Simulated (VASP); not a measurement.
# AlN (rocksalt type) (Fm-3m) in VASP: notebook

Runs on AlN (rocksalt type). Level: LDA. Tasks: single point.

Everything below comes from runs of VASP 6.6.1. Logs are shortened: lines on timing, memory, paths and dates and some standing lists are left out, and cuts for length are marked.

### 1 The cell of the first run

It takes space group Fm-3m (No. 225, cubic). The conventional cell has a = 3.844 Å, b = 3.844 Å, c = 3.844 Å, α = 90.00°, β = 90.00°, γ = 90.00°. Within 2.5 Å of Al (site symmetry m-3m) lie 6 N at 1.92 Å. Within 2.5 Å of N (site symmetry m-3m) lie 6 Al at 1.92 Å.

### 2 Single point, LDA (volume scaled by 0.88)

File INCAR:

```
  PREC = Accurate
  ENCUT = 600
  EDIFF = 1E-6
  ISMEAR = -1
  SIGMA = 0.1
  LREAL = False
  LASPH = True
  NELM = 120
  ALGO = Normal
  ISIF = 2
  LWAVE = False
  LCHARG = True
  GGA = CA
  LELF = True
  LVHAR = True
  NBANDS = 11
  GGA_COMPAT = False
```

File KPOINTS:

```
regular mesh
0
Gamma
  15 15 15
```

File POSCAR:

```
AlN
1.0
    0.0000000000      1.9218087507      1.9218087507
    1.9218087507      0.0000000000      1.9218087507
    1.9218087507      1.9218087507      0.0000000000
Al N
1 1
Direct
    0.0000000000      0.0000000000      0.0000000000
    0.5000000000      0.5000000000      0.5000000000
```

Potentials or basis: VASP PAW LDA potentials, release 64 (Al, N).

Command:

```console
$ cat potpaw_LDA.64/Al/POTCAR potpaw_LDA.64/N/POTCAR > POTCAR
$ mpirun -np 1 vasp_std > vasp.out
```

OUTCAR:

```text
PREC = Accurate
   ENCUT = 600
   EDIFF = 1E-6
   ISMEAR = -1
   LREAL = False
   LASPH = True
   NELM = 120
   ISIF = 2
   GGA = CA

 ion  position               nearest neighbor table
   1  0.000  0.000  0.000-   2 1.92   2 1.92   2 1.92   2 1.92   2 1.92   2 1.92
   2  0.500  0.500  0.500-   1 1.92   1 1.92   1 1.92   1 1.92   1 1.92   1 1.92

  LATTYP: Found a face centered cubic cell.
 ALAT       =     3.8436175014

  Lattice vectors:

 A1 = (   0.0000000000,   1.9218087507,   1.9218087507)
 A2 = (   1.9218087507,   0.0000000000,   1.9218087507)
 A3 = (   1.9218087507,   1.9218087507,   0.0000000000)

Analysis of symmetry for initial positions (statically):
=====================================================================
 Subroutine PRICEL returns:
 Original cell was already a primitive cell.

 Routine SETGRP: Setting up the symmetry group for a
 face centered cubic supercell.

 Subroutine GETGRP returns: Found 48 space group operations
 (whereof 48 operations were pure point group operations)
 out of a pool of 48 trial point group operations.

The static configuration has the point symmetry O_h .

Analysis of symmetry for dynamics (positions and initial velocities):
=====================================================================
 Subroutine PRICEL returns:
 Original cell was already a primitive cell.

 Routine SETGRP: Setting up the symmetry group for a
 face centered cubic supercell.

 Subroutine GETGRP returns: Found 48 space group operations
 (whereof 48 operations were pure point group operations)
 out of a pool of 48 trial point group operations.

The dynamic configuration has the point symmetry O_h .

 Subroutine INISYM returns: Found 48 space group operations
 (whereof 48 operations are pure point group operations),
 and found     1 'primitive' translations

----------------------------------------------------------------------------------------

                                     Primitive cell

  volume of cell :      14.1958

  direct lattice vectors                    reciprocal lattice vectors
     0.000000000  1.921808751  1.921808751    -0.260171570  0.260171570  0.260171570
     1.921808751  0.000000000  1.921808751     0.260171570 -0.260171570  0.260171570
     1.921808751  1.921808751  0.000000000     0.260171570  0.260171570 -0.260171570

  length of vectors
     2.717848000  2.717848000  2.717848000     0.450630378  0.450630378  0.450630378

  position of ions in fractional coordinates (direct lattice)
     0.000000000  0.000000000  0.000000000
     0.500000000  0.500000000  0.500000000

  ion indices of the primitive-cell ions
   primitive index   ion index
                 1           1
                 2           2

----------------------------------------------------------------------------------------

 KPOINTS: regular mesh

Automatic generation of k-mesh.
 Grid dimensions read from file:
 generate k-points for:   15   15   15

 Generating k-lattice:

  Cartesian coordinates                     Fractional coordinates (reciprocal lattice)
    -0.017344771  0.017344771  0.017344771     0.066666667  0.000000000  0.000000000
     0.017344771 -0.017344771  0.017344771     0.000000000  0.066666667  0.000000000
     0.017344771  0.017344771 -0.017344771     0.000000000  0.000000000  0.066666667

  Length of vectors
     0.030042025  0.030042025  0.030042025

  Shift w.r.t. Gamma in fractional coordinates (k-lattice)
     0.000000000  0.000000000  0.000000000

 Subroutine IBZKPT returns following result:
 ===========================================

 Found    120 irreducible k-points:

 Following reciprocal coordinates:
            Coordinates               Weight
  0.000000  0.000000  0.000000      1.000000
  0.066667  0.000000  0.000000      8.000000
  0.133333  0.000000  0.000000      8.000000
  0.200000  0.000000  0.000000      8.000000
  0.266667  0.000000  0.000000      8.000000
  0.333333  0.000000  0.000000      8.000000
[... 16 lines left out ...]
  0.133333  0.133333  0.000000      6.000000
  0.200000  0.133333  0.000000     24.000000
 [... further k-points ...]
   k-points           NKPTS =    120   k-points in BZ     NKDIM =    120   number of bands    NBANDS=     11
   number of dos      NEDOS =    301   number of ions     NIONS =      2
   total plane-waves  NPLWV =  13824
   dimension x,y,z NGX =    24 NGY =   24 NGZ =   24
   dimension x,y,z NGXF=    48 NGYF=   48 NGZF=   48
   ions per type =               1   1
   NGX,Y,Z   is equivalent  to a cutoff of  14.68, 14.68, 14.68 a.u.
   NGXF,Y,Z  is equivalent  to a cutoff of  29.36, 29.36, 29.36 a.u.
 SYSTEM =  unknown system
   PREC   = accura    normal or accurate (medium, high low for compatibility)
   ISTART =      0    job   : 0-new  1-cont  2-samecut
   ICHARG =      2    charge: 1-file 2-atom 10-const
   ISPIN  =      1    spin polarized calculation?
   LNONCOLLINEAR =      F non collinear calculations
   LSORBIT =      F    spin-orbit coupling
   LASPH  =      T    aspherical Exc in radial PAW
   ENCUT  =  600.0 eV  44.10 Ry    6.64 a.u.   5.43  5.43  5.43*2*pi/ulx,y,z
   NELM   =    120;   NELMIN=  2; NELMDL= -5     # of ELM steps
   EDIFF  = 0.1E-05   stopping-criterion for ELM
   LREAL  =      F    real-space projection
[... 7 lines left out ...]
   TEBEG  =    0.0;   TEEND  =   0.0 temperature during run
   PSTRESS=    0.0 pullay stress
   NELECT =       8.0000    total number of electrons
   NUPDOWN=      -1.0000    fix difference up-down
   EMIN   =  10.00;   EMAX   =-10.00  energy-range for DOS
   EFERMI =   0.00;   METHOD = LEGACY
   ISMEAR =    -1;   SIGMA  =   0.10  broadening in eV -4-tet -1-fermi 0-gaus
   EFERMI_NEDOS =   21; number of points for ismear=-14 and -15
   IALGO  =     38    algorithm
   IMIX   =      4    mixing-type and parameters
     AMIX     =   0.40;   BMIX     =  1.00
     AMIX_MAG =   1.60;   BMIX_MAG =  1.00
  volume/ion in A,a.u.               =       7.10        47.90
  Fermi-wavevector in a.u.,A,eV,Ry     =   1.352232  2.555349 24.878693  1.828532
  Thomas-Fermi vector in A             =   2.479588
   LORBIT       =      0    0 simple, 1 ext, 2 COOP (PROOUT), +10 PAW based schemes
   GGA     = CA    functional components
   LHFCALC =     F    Hartree Fock is set to
   AEXX    =    0.0000 exact exchange contribution
   IVDW    =     0    specifies the selected vdW correction
   LEPSILON=     F    determine dielectric tensor
   LRPA    =     F    only Hartree local field effects (RPA)
 non-spin polarized calculation
  energy-cutoff  :      600.00
  volume of cell :       14.20
 maximum number of plane-waves:       495
 NGX is ok and might be reduce to    24
   NGX = 11   NGY = 11   NGZ = 11

 number of electron       8.0000001 magnetization

 Free energy of the ion-electron system (eV)
  ---------------------------------------------------
  ext. energy  EPLUGINS =         0.00000000
  ---------------------------------------------------
  free energy    TOTEN  =       -15.97144469 eV

  energy without entropy =      -15.97144469  energy(sigma->0) =      -15.97144469

 E-fermi :  13.7539     XC(G=0): -13.3027

 val. band max:       11.8205909122   @ k =   0.0000   0.0000   0.0000
 cond. band min:      16.7335140262   @ k =   0.4667   0.4667   0.0000
 fundamental gap:      4.9129231140
 Fermi energy:        13.7539191283

 k-point     1 :       0.0000    0.0000    0.0000
  band No.  band energies     occupation
      1      -7.0551      2.00000
      2      11.8206      2.00000
      3      11.8206      2.00000
      4      11.8206      2.00000
      5      19.9657      0.00000
      6      24.2978      0.00000
      7      24.2978      0.00000
      8      24.2978      0.00000
      9      29.9578      0.00000
     10      30.5777      0.00000
     11      30.5777      0.00000

 k-point     2 :       0.0667    0.0000    0.0000
  band No.  band energies     occupation
      1      -6.9492      2.00000
      2      11.3357      2.00000
      3      11.7462      2.00000
      4      11.7462      2.00000
      5      20.2223      0.00000
      6      23.8078      0.00000
      7      24.4770      0.00000
      8      24.4770      0.00000
      9      29.8582      0.00000
     10      29.8582      0.00000
     11      30.9054      0.00000

 k-point     3 :       0.1333    0.0000    0.0000
  band No.  band energies     occupation
      1      -6.6344      2.00000
      2      10.0928      2.00000
      3      11.5455      2.00000
      4      11.5455      2.00000
      5      20.6043      0.00000
      6      23.2392      0.00000
      7      24.9061      0.00000
      8      24.9061      0.00000
      9      28.9008      0.00000
     10      28.9008      0.00000
     11      31.9474      0.00000

 k-point     4 :       0.2000    0.0000    0.0000
  band No.  band energies     occupation
      1      -6.1216      2.00000
      2       8.4531      2.00000
      3      11.2706      2.00000
      4      11.2706      2.00000
      5      20.4004      0.00000
      6      23.6215      0.00000
      7      25.1849      0.00000
      8      25.1849      0.00000
      9      28.6226      0.00000
     10      28.6226      0.00000
     11      31.5398      0.00000

 k-point     5 :       0.2667    0.0000    0.0000
  band No.  band energies     occupation
      1      -5.4335      2.00000
      2       6.6837      2.00000
      3      10.9802      2.00000
      4      10.9802      2.00000
      5      19.8751      0.00000
      6      24.6269      0.00000
      7      24.9502      0.00000
      8      24.9502      0.00000
      9      29.4015      0.00000
     10      29.4015      0.00000
     11      30.8955      0.00000
[... 211 lines left out ...]
 k-point    21 :      -0.1333    0.0667    0.0000
  band No.  band energies     occupation
      1      -6.3930      2.00000
      2       9.4928      2.00000
      3      10.9754      2.00000
      4      11.5680      2.00000
      5      20.9113      0.00000
      6      22.7574      0.00000
      7      25.0968      0.00000
      8      25.4047      0.00000
      9      27.6337      0.00000
     10      29.4710      0.00000
     11      32.5547      0.00000

 k-point    22 :      -0.0667    0.0667    0.0000
  band No.  band energies     occupation
      1      -6.7737      2.00000
      2      10.7471      2.00000
      3      11.3851      2.00000
      4      11.7291      2.00000
      5      20.5790      0.00000
      6      23.1548      0.00000
      7      24.6518      0.00000
      8      24.9851      0.00000
      9      28.5864      0.00000
     10      29.8108      0.00000
     11      32.0256      0.00000

 k-point    23 :       0.1333    0.1333    0.0000
  band No.  band energies     occupation
      1      -6.4959      2.00000
      2      10.3157      2.00000
      3      11.0831      2.00000
      4      11.0831      2.00000
      5      21.1765      0.00000
      6      21.7310      0.00000
      7      25.6960      0.00000
      8      25.6960      0.00000
      9      26.5133      0.00000
     10      31.2119      0.00000
     11      33.9582      0.00000

 k-point    24 :       0.2000    0.1333    0.0000
  band No.  band energies     occupation
      1      -6.1207      2.00000
      2       9.2699      2.00000
      3      10.7585      2.00000
      4      10.8266      2.00000
      5      21.0191      0.00000
      6      21.7150      0.00000
      7      25.2459      0.00000
      8      26.2644      0.00000
      9      26.6792      0.00000
     10      31.1351      0.00000
     11      33.8987      0.00000

 [... further k-points ...]
[... 5 lines left out ...]
  --------------------------------------------------------------------------------------
  -------------------------------------------------------------------------------------
  Total        4.1272802      4.1272802      4.1272802     -0.0000000     -0.0000000      0.0000000
  in kB      465.8156151    465.8156151    465.8156151     -0.0000000     -0.0000000      0.0000000
  external PRESSURE =     465.8156151 kB  Pullay stress =       0.0000000 kB

 VOLUME and BASIS-vectors are now :
 -----------------------------------------------------------------------------
  energy-cutoff  :      600.00
  volume of cell :       14.20
      direct lattice vectors                 reciprocal lattice vectors
     0.000000000  1.921808751  1.921808751    -0.260171570  0.260171570  0.260171570
     1.921808751  0.000000000  1.921808751     0.260171570 -0.260171570  0.260171570
     1.921808751  1.921808751  0.000000000     0.260171570  0.260171570 -0.260171570

 POSITION                                       TOTAL-FORCE (eV/Angst)
 -----------------------------------------------------------------------------------
      0.00000      0.00000      0.00000         0.000000     -0.000000     -0.000000
      1.92181      1.92181      1.92181        -0.000000      0.000000      0.000000
 -----------------------------------------------------------------------------------
    total drift:                               -0.000000     -0.000000      0.000000

  FREE ENERGIE OF THE ION-ELECTRON SYSTEM (eV)
  ---------------------------------------------------
  free  energy   TOTEN  =       -15.9714446933 eV

  energy  without entropy=      -15.9714446931  energy(sigma->0) =      -15.97144469
```

Run time: 5.8 s. Hardware: 1 thread of Intel Xeon 6975P-C (Granite Rapids), shared host; peak memory 0.13 GiB.

Results:

| Quantity | Value |
| --- | --- |
| Free energy | -15.9714 eV |
| Pressure | 46.6 GPa |
| Band gap on the k mesh | 4.91 eV, indirect (least direct gap 8.12 eV) |

Levels at points of the mesh, in eV from the valence-band top:
```
           k point  band 2  band 3  band 4  band 5  band 6  band 7
(0.00, 0.00, 0.00)    0.00    0.00    0.00    8.15   12.48   12.48
```

Caveat: the cell differs from its parent crystal (volume scaled by 0.88). A k mesh can miss the band edges.

### 3 Single point, LDA

This run uses another cell than the first one, of 8.07 Å³/atom, 1.136 times its volume.

File INCAR:

```
ALGO = Normal
EDIFF = 1E-6
ENCUT = 600
GGA = CA
GGA_COMPAT = F
ISIF = 2
ISMEAR = -1
LASPH = T
LCHARG = T
LELF = T
LREAL = F
LVHAR = T
LWAVE = F
NBANDS = 11
NELM = 120
PREC = Accurate
SIGMA = 0.1
```

File KPOINTS:

```
k-points
0
Gamma
  15 15 15
```

File POSCAR:

```
AlN
1.0
    0.0000000000      2.0054689508      2.0054689508
    2.0054689508      0.0000000000      2.0054689508
    2.0054689508      2.0054689508      0.0000000000
Al N
1 1
Direct
    0.0000000000      0.0000000000      0.0000000000
    0.5000000000      0.5000000000      0.5000000000
```

Potentials or basis: VASP PAW LDA potentials, release 64 (Al, N).

Command:

```console
$ cat potpaw_LDA.64/Al/POTCAR potpaw_LDA.64/N/POTCAR > POTCAR
$ mpirun -np 1 vasp_std > vasp.out
```

Run time: 5.8 s. Hardware: 1 thread of Intel Xeon 6975P-C (Granite Rapids), shared host; peak memory 0.14 GiB.

It converged, with:

- Free energy: -16.2314 eV
- Pressure: 0.5 GPa
- Band gap on the k mesh: 4.76 eV, indirect (least direct gap 6.12 eV)

Levels at points of the mesh, in eV from the valence-band top:
```tsv
k point	band 2	band 3	band 4	band 5	band 6	band 7
(0.00, 0.00, 0.00)	0.00	0.00	0.00	6.12	12.10	12.10
```

A k mesh can miss the band edges.

### 4 Single point, LDA

This run uses another cell than the first one, of 8.07 Å³/atom, 1.136 times its volume.

File INCAR:

```
SYSTEM = AlN
PREC = Accurate ; ENCUT = 600
EDIFF = 1E-6 ; ISMEAR = -1
SIGMA = 0.1 ; LREAL = .FALSE.
LASPH = .TRUE. ; NELM = 120
ALGO = Normal ; ISIF = 2
LWAVE = .FALSE. ; LCHARG = .FALSE.
GGA = CA ; NBANDS = 11
GGA_COMPAT = .FALSE.
```

File KPOINTS:

```
Automatic mesh
0
G
  15 15 15
  0 0 0
```

POSCAR is that of step 3.

Command:

```console
$ cat potpaw_LDA.64/Al/POTCAR potpaw_LDA.64/N/POTCAR > POTCAR
$ mpirun -np 1 vasp_std > vasp.out
```

Wall time 5.5 s (1 thread of Intel Xeon 6975P-C (Granite Rapids), shared host); peak memory 0.14 GiB.

It converged, with:

```yaml
Free_energy: -16.2314 eV
Pressure: 0.5 GPa
Band_gap_on_the_k_mesh: 4.76 eV, indirect (least direct gap 6.12 eV)
```

Levels at points of the mesh, in eV from the valence-band top:
| k point | band 1 | band 2 | band 3 | band 4 | band 5 | band 6 | band 7 | band 8 | band 9 |
| --- | --- | --- | --- | --- | --- | --- | --- | --- | --- |
| (0.00, 0.00, 0.00) | -17.63 | 0.00 | 0.00 | 0.00 | 6.12 | 12.10 | 12.10 | 12.10 | 17.39 |
